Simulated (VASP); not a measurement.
# H21O10F in VASP: further runs, part 2 of 2

VASP 6.6.1. Earlier steps stand in the parts before.

## 4. Single point, PBE

INCAR

```
PREC = Accurate ; ENCUT = 520
EDIFF = 1E-6 ; ISMEAR = -1
SIGMA = 0.02 ; LREAL = Auto
LASPH = T ; NELM = 100
ALGO = Normal ; ISIF = 2
LWAVE = F ; LCHARG = T
GGA = PE ; LELF = T
LVHAR = T ; NBANDS = 66
```

KPOINTS

```
Automatic mesh
0
Gamma
  1 1 1
```

POSCAR

```
H21O10F
1.0
    6.9382320000      0.0000000000      0.0000000000
    0.0000000000      6.9382320000      0.0000000000
    0.0000000000      0.0000000000      6.9382320000
O H F
10 21 1
Direct
    0.0341441451      0.2928123476      0.0449394024
    0.5290685004      0.7169405693      0.5282613784
    0.3939764482      0.4415966488      0.0891725731
    0.9000563832     -0.0181458331      0.2544740504
    0.7696196956      1.1000641086      0.6816001540
    0.3299399617     -0.0458762405      0.3332261014
    0.1308402486      0.4180027419      0.6420079352
    0.3192600074      0.8144582078      0.9005320087
    0.7033780364      0.5484538424      0.8552466969
    0.4766055675      0.2631217866      0.4802952683
    0.1707783770      0.3203986260      0.0626240229
   -0.0204518961      0.4205105854      0.0761865559
    0.5024478859      0.6012194461      0.4593677467
    0.4429658737      0.8016595582      0.4629853830
    0.4821545316      0.4650464268     -0.0190826712
    0.4660553294      0.3789582130      0.1899475255
    0.9513374589      0.0901670627      0.1773074178
    1.0196834006     -0.0576227489      0.3248089715
    0.7491101479      0.9604464077      0.6631372373
    0.7861224589      1.1158750529      0.8242878013
    0.3744469773      0.0762297946      0.3955330407
    0.3342494169     -0.0521458493      0.1959288764
    0.1058771168      0.4474194579      0.7772729422
    0.0249487189      0.3329666693      0.6115823166
    0.3226758632      0.7943810469      0.7593144767
    0.3017195159      0.6970796018      0.9701462851
    0.6469659706      0.6320774514      0.7533475387
    0.7883852832      0.6292813501      0.9382505514
    0.5951804437      0.2313269432      0.5472287465
    0.3887157420      0.2995431689      0.5835492385
    0.8914086470      0.8184505793      0.1588877397
    0.9283344806      0.6915594636      0.0956727881
```

Potentials or basis: VASP PAW PBE potentials, release 64 (O, H, F).

On the command line:

```
cat potpaw_PBE.64/O/POTCAR potpaw_PBE.64/H/POTCAR potpaw_PBE.64/F/POTCAR > POTCAR
mpirun -np 1 vasp_gam > vasp.out
```

OUTCAR:

```text
PREC = Accurate
   ENCUT = 520
   EDIFF = 1E-6
   ISMEAR = -1
   LREAL = Auto
   LASPH = T
   NELM = 100
   ISIF = 2
   GGA = PE

 ion  position               nearest neighbor table
   1  0.034  0.293  0.045-  11 0.97  12 0.99
   2  0.529  0.717  0.528-  13 0.95  14 0.95
   3  0.394  0.442  0.089-  16 0.96  15 0.98
   4  0.900  0.982  0.254-  17 0.99  18 1.00  31 1.31
   5  0.770  0.100  0.682-  19 0.99  20 1.00
   6  0.330  0.954  0.333-  22 0.95  21 1.00
   7  0.131  0.418  0.642-  24 0.97  23 0.98
   8  0.319  0.814  0.901-  26 0.95  25 0.99
   9  0.703  0.548  0.855-  27 0.99  28 1.00
  10  0.477  0.263  0.480-  29 0.97  30 0.97
  11  0.171  0.320  0.063-   1 0.97
  12  0.980  0.421  0.076-   1 0.99
  13  0.502  0.601  0.459-   2 0.95
  14  0.443  0.802  0.463-   2 0.95
  15  0.482  0.465  0.981-   3 0.98
  16  0.466  0.379  0.190-   3 0.96
[... 12 lines left out ...]
  29  0.595  0.231  0.547-  10 0.97
  30  0.389  0.300  0.584-  10 0.97
  31  0.891  0.818  0.159-  32 1.02   4 1.31
  32  0.928  0.692  0.096-  31 1.02

  LATTYP: Found a simple cubic cell.
 ALAT       =     6.9382320000

  Lattice vectors:
[... 219 lines left out ...]
 fundamental gap:      4.4023460255
 Fermi energy:        -2.9988126687

 k-point     1 :       0.0000    0.0000    0.0000
  band No.  band energies     occupation
      1     -26.2716      2.00000
      2     -23.0769      2.00000
      3     -22.9382      2.00000
      4     -22.5744      2.00000
      5     -22.5016      2.00000
      6     -22.3685      2.00000
[... 48 lines left out ...]
     55       6.1033      0.00000
     56       6.4045      0.00000
 [bands above 56 left out]

------------------------ aborting loop because EDIFF is reached ----------------------------------------

  FORCE on cell =-STRESS in cart. coord.  units (eV):
  Direction    XX          YY          ZZ          XY          YZ          ZX
  --------------------------------------------------------------------------------------
  -------------------------------------------------------------------------------------
  Total        3.5037488      6.1434955      1.8240859     -1.5583830      0.4147180      0.9768900
  in kB       16.8072669     29.4699687      8.7500275     -7.4754671      1.9893764      4.6860808
  external PRESSURE =      18.3424210 kB  Pullay stress =       0.0000000 kB

 VOLUME and BASIS-vectors are now :
 -----------------------------------------------------------------------------
  energy-cutoff  :      520.00
  volume of cell :      334.00
      direct lattice vectors                 reciprocal lattice vectors
     6.938232000  0.000000000  0.000000000     0.144128937  0.000000000  0.000000000
     0.000000000  6.938232000  0.000000000     0.000000000  0.144128937  0.000000000
     0.000000000  0.000000000  6.938232000     0.000000000  0.000000000  0.144128937

 POSITION                                       TOTAL-FORCE (eV/Angst)
 -----------------------------------------------------------------------------------
      0.23690      2.03160      0.31180        -0.906474      0.274806      0.108639
      3.67080      4.97430      3.66520         1.360737     -0.723142      1.602622
      2.73350      3.06390      0.61870        -0.867499      0.075827     -0.298977
      6.24480      6.81233      1.76560         0.756895     -0.173622      0.902190
      5.33980      0.69427      4.72910         0.215765     -0.464171      1.245023
      2.28920      6.61993      2.31200        -1.266022     -0.545588      1.206341
[... 24 lines left out ...]
      6.18480      5.67860      1.10240         0.071944      0.960557      0.356552
      6.44100      4.79820      0.66380         0.344903     -1.316464     -0.412050
 -----------------------------------------------------------------------------------
    total drift:                                0.001863      0.000852      0.006768

  FREE ENERGIE OF THE ION-ELECTRON SYSTEM (eV)
  ---------------------------------------------------
  free  energy   TOTEN  =      -154.0060818148 eV

  energy  without entropy=     -154.0060818148  energy(sigma->0) =     -154.00608181
```

Run time: 31 s. Hardware: 1 thread of Intel Xeon 6975P-C (Granite Rapids), shared host; peak memory 0.36 GiB.

Results:

```yaml
Free_energy: -154.0061 eV
Pressure: 1.8 GPa
Largest_force: 2.321 eV/Å
Band_gap_on_the_k_mesh: 4.40 eV
```

Forces on the atoms (eV/Å):
```
O   -0.906  0.275  0.109
O    1.361 -0.723  1.603
O   -0.867  0.076 -0.299
O    0.757 -0.174  0.902
O    0.216 -0.464  1.245
O   -1.266 -0.546  1.206
O    0.558  0.292  0.109
O    0.036  1.556 -0.765
O   -0.507  0.128 -0.593
O   -0.421  0.442 -0.484
H    0.958 -0.049  0.057
H   -0.189 -0.442  0.075
H    0.116 -1.356 -0.287
H   -1.050  1.742 -1.117
H    0.852  0.086 -0.017
H    0.321 -0.194  0.530
H   -0.058  0.603 -0.429
H   -0.455  0.377 -0.002
H    0.028  0.528 -0.114
H   -0.075  0.065 -1.276
H    0.360  0.350 -0.730
H    0.377  0.366 -1.051
H   -0.052 -0.121 -0.085
H   -0.402 -0.363 -0.133
H    0.085 -0.430  0.995
H   -0.102 -0.979  0.075
H    0.221 -0.341  0.323
H   -0.464 -0.263 -0.303
H    0.894 -0.527  0.427
H   -0.740  0.443  0.086
H    0.072  0.961  0.357
F    0.345 -1.316 -0.412
```

Stress tensor (GPa, compression positive):
```
 1.68 -0.75  0.47
-0.75  2.95  0.20
 0.47  0.20  0.88
```

Caveat: the k points lie up to 0.91 Å⁻¹ apart.

## 5. Single point, PBE

INCAR

```
ALGO     = Normal         # electronic algorithm
EDIFF    = 1E-7           # SCF threshold, eV
ENCUT    = 520            # plane-wave cutoff, eV
GGA      = PE             # functional
ISIF     = 2              # what is computed and relaxed
ISMEAR   = -1             # smearing method
LASPH    = T              # aspherical terms in the spheres
LCHARG   = F              # write CHGCAR
LREAL    = Auto         
LWAVE    = F              # write WAVECAR
NBANDS   = 66             # bands
NELM     = 100            # most SCF steps
PREC     = Accurate       # precision mode
SIGMA    = 0.02           # smearing width, eV
```

KPOINTS

```
k-points
0
Gamma
  1 1 1
```

POSCAR

```
H21O10F
1.0
    6.9382320000      0.0000000000      0.0000000000
    0.0000000000      6.9382320000      0.0000000000
    0.0000000000      0.0000000000      6.9382320000
O H F
10 21 1
Direct
    0.0031420108      0.3092718721      0.1010343846
    0.5367793986      0.7073992337      0.5913466140
    0.3962392725      0.3977093876      0.0951250982
    0.8894052548     -0.0301373606      0.3051786103
    0.7833840091      1.1479293284      0.6808362707
    0.2750700755     -0.0951395110      0.3535050428
    0.1188198953      0.3881680520      0.6596925557
    0.3219984572      0.8163030582      0.9215027690
    0.7016484891      0.4976195665      0.8666617086
    0.4772829735      0.3030022634      0.5063393671
    0.1467520832      0.2708759234      0.0941161956
    0.0323857721      0.4368980455      0.1535261433
    0.4829472407      0.5788506351      0.5450812253
    0.4804538101      0.8178884765      0.5149150389
    0.4934398273      0.4697162044      0.0069037761
    0.4922147314      0.3655686348      0.2026885235
    0.9272102749      0.0876880450      0.2199839959
    0.9700886335     -0.0252802155      0.4152354663
    0.8043259436      1.0398758646      0.7684810770
    0.7548753054      1.2714334142      0.7619664491
    0.3647759256      0.0111844055      0.3691718582
    0.3213787028     -0.1429182535      0.2272336814
    0.1997338803      0.3701375221      0.7719545844
    0.0207401540      0.2890794081      0.6556425326
    0.3936593645      0.7823318678      0.7952602334
    0.2063782243      0.7359079374      0.9375443196
    0.6733992176      0.5972270746      0.7723004938
    0.8207422294      0.5180570497      0.9367804363
    0.5811278723      0.2204163827      0.5736764063
    0.3549175064      0.2903909814      0.5573610107
    0.9270805589      0.8170669415      0.1860128056
    0.9793417113      0.7117663405      0.0883798639
```

On the command line:

```
cat potpaw_PBE.64/O/POTCAR potpaw_PBE.64/H/POTCAR potpaw_PBE.64/F/POTCAR > POTCAR
mpirun -np 1 vasp_gam > vasp.out
```

Run time: 29 s. Hardware: 1 thread of Intel Xeon 6975P-C (Granite Rapids), shared host; peak memory 0.36 GiB.

It converged, with:

```
Free energy            : -153.3998 eV
Pressure               : -1.0 GPa
Largest force          : 4.258 eV/Å
Band gap on the k mesh : 4.08 eV
```

Forces on the atoms (eV/Å):
```
O    2.248 -0.917  0.151
O   -0.515 -0.083 -0.310
O    2.646  0.510  0.440
O   -1.123  1.027 -2.693
O   -0.113  1.212  0.714
O    1.006 -0.068 -0.369
O    0.783  0.648 -0.601
O    0.725 -0.100 -1.075
O   -0.354 -1.340  0.195
O    4.046 -0.324 -1.287
H   -1.490  0.215 -0.236
H   -0.641  0.366  0.225
H    0.424  1.210  0.012
H    0.109 -1.627  0.266
H   -1.184 -0.889  0.687
H   -1.722  0.125 -0.922
H   -0.364 -0.835  1.259
H    1.017 -0.044  0.870
H   -0.210  0.258  0.052
H    0.314 -1.063 -0.261
H   -0.063  0.846  0.170
H   -0.501 -0.220 -0.044
H   -0.345 -0.180  0.474
H   -0.353 -0.496  0.323
H   -1.070 -0.002  1.572
H    0.372  0.236 -0.298
H    0.218  0.664 -0.368
H    0.295  0.541  0.028
H   -1.297  0.699 -0.573
H   -2.904 -0.382  1.314
H    0.476  0.057  0.156
F   -0.429 -0.042  0.127
```

Stress tensor (GPa, compression positive):
```
-0.26  0.72  0.21
 0.72 -2.30 -0.06
 0.21 -0.06 -0.38
```

Levels at points of the mesh, in eV from the valence-band top:
| k point | band 42 | band 43 | band 44 | band 45 | band 46 | band 47 |
| --- | --- | --- | --- | --- | --- | --- |
| (0.00, 0.00, 0.00) | -0.85 | -0.48 | 0.00 | 4.08 | 6.72 | 7.05 |

Caveat: the k points lie up to 0.91 Å⁻¹ apart.
